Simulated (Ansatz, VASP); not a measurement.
## Cu in VASP and in Ansatz

```xyz
1
Lattice="-1.4428 1.4428 1.3761 1.4428 -1.4428 1.3761 1.4428 1.4428 -1.3761" Properties=species:S:1:pos:R:3 pbc="T T T"
Cu    0.0000    0.0000    0.0000
```

Alike in both runs: task single point; functional LDA; k mesh 15 × 15 × 15; occupations fermi-dirac, width 0.1 eV; no spin polarisation.

|  | VASP | Ansatz |
| --- | --- | --- |
| version | VASP 6.6.1 | Ansatz 0.2.0 |
| potentials or method | VASP PAW LDA potentials, release 64 (Cu) | plane waves, PAW |
| plane-wave cutoff (eV) | 520 | 420 |
| valence electrons in the cell | 11 | 19 |

Ansatz gave:

```
gap on the k mesh at the Fermi level (eV)                     : none
pressure (GPa)                                                : -7.8
traceless stress, the component that is largest in VASP (GPa) : -0.30
```

Problem. What did VASP give for the same quantities?

Solution. gap on the k mesh at the Fermi level (eV): none; pressure (GPa): -6.9; traceless stress, the component that is largest in VASP (GPa): -0.31.

LDA's correlation is that of Perdew and Zunger in VASP and of Perdew and Wang (1992) in Ansatz. A gap of «none» marks a metal or a gap that the smearing closes. VASP's potentials hold 11 valence electrons a cell and Ansatz's 19, so a difference there can come from the potentials and not from the codes.
